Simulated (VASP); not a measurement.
Input of a VASP 6.6.1 run:

Contents of INCAR:

```
SYSTEM = Ti
PREC = Accurate
ENCUT = 520
EDIFF = 1E-7
ISMEAR = -1
SIGMA = 0.1
LREAL = .False.
LASPH = .True.
NELM = 80
ALGO = Normal
ISIF = 2
LWAVE = .False.
LCHARG = .False.
GGA = RP
NBANDS = 12
```

The input KPOINTS:

```
Automatic mesh
0
Gamma
  15 15 15
  0 0 0
```

File POSCAR:

```
Ti
1.0
   -1.6469176015      1.6469176015      1.6469176015
    1.6469176015     -1.6469176015      1.6469176015
    1.6469176015      1.6469176015     -1.6469176015
Ti
1
Direct
    0.0000000000      0.0000000000      0.0000000000
```

Potentials or basis: VASP PAW PBE potentials, release 64 (Ti_sv).

Run with:

```bash
$ cat potpaw_PBE.64/Ti_sv/POTCAR > POTCAR
$ mpirun -np 1 vasp_std > vasp.out
```

Estimate the pressure.

-0.3 GPa.

Predict the band gap on the k mesh.

zero (band 6 reaches 8.89 eV, above the bottom of band 7 at 7.28 eV).

Caveat: the PAW data sets were made with another functional, which shifts forces and pressure a little.
